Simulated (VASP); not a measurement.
The system is BeNiTe6.

```
Be Ni Te
1.0
     3.26388    5.65321    0.00000
    -3.26388    5.65321    0.00000
     0.00000   -3.76880    5.84701
Be Ni Te
1 1 6
Direct
  0.50000 0.50000 0.50000
  0.00000 0.00000 0.00000
  0.23900 0.61900 0.76000
  0.90200 0.23900 0.76000
  0.61900 0.90200 0.76000
  0.76100 0.38100 0.24000
  0.09800 0.76100 0.24000
  0.38100 0.09800 0.24000
```

* Program: VASP 6.6.1
* Task: relaxation of cell and atoms
* Functional: PBE
* Potentials or basis: VASP PAW PBE potentials, release 64 (Be, Ni, Te)
* Cutoff: 600 eV
* k mesh: 5 × 5 × 5
* Occupations: fermi-dirac, width 0.1 eV
* Spin: no spin polarisation

At the start: pressure 0.8 GPa; volume 26.97 Å³/atom.

**Question.** Where does the relaxation end?

**Answer.** Over 24 steps the energy falls by 192.7 meV/atom and the volume is 24.56 Å³/atom (-8.9 %); space group R-3 (No. 148, to 0.1 Å) before and after.

The path:
```csv
step,energy change (eV),largest force (eV/Å),pressure (GPa),volume (Å³)
1,0.0000,1.3461,0.82,215.77
2,-0.4296,0.7167,-1.98,220.08
3,-0.5839,0.3428,-4.17,225.00
4,-0.8708,0.4439,-3.25,217.21
5,-1.1154,0.7130,-1.24,205.96
6,-1.1321,0.8568,-0.23,201.86
7,-1.2589,0.7244,0.12,199.78
8,-1.4570,0.2953,1.73,193.50
9,-1.4587,0.2355,2.05,192.58
10,-1.5122,0.0622,-0.54,199.98
11,-1.5137,0.0774,-0.20,198.90
12,-1.5216,0.0655,-0.12,198.57
13,-1.5335,0.1004,0.11,197.56
14,-1.5338,0.1147,0.16,197.36
15,-1.5379,0.0456,-0.27,198.22
16,-1.5379,0.0383,-0.32,198.32
17,-1.5403,0.0311,0.06,196.60
18,-1.5403,0.0273,0.01,196.85
19,-1.5407,0.0206,0.00,196.82
20,-1.5409,0.0134,-0.02,196.74
21,-1.5409,0.0128,-0.02,196.75
22,-1.5411,0.0098,0.04,196.54
23,-1.5411,0.0108,0.07,196.42
24,-1.5412,0.0085,0.04,196.51
```

Final structure:
```yaml
crystal:
  lattice:
    - [3.31138, 5.73548, 0.00000]
    - [-3.31138, 5.73548, 0.00000]
    - [0.00000, -3.82365, 5.17346]
  atoms:
    - { symbol: Be, position: [0.50000, 0.50000, 0.50000] }
    - { symbol: Ni, position: [0.00000, 0.00000, 0.00000] }
    - { symbol: Te, position: [0.24370, 0.56612, 0.74923] }
    - { symbol: Te, position: [0.93941, 0.24370, 0.74923] }
    - { symbol: Te, position: [0.56612, 0.93941, 0.74923] }
    - { symbol: Te, position: [0.75630, 0.43388, 0.25077] }
    - { symbol: Te, position: [0.06059, 0.75630, 0.25077] }
    - { symbol: Te, position: [0.43388, 0.06059, 0.25077] }
```
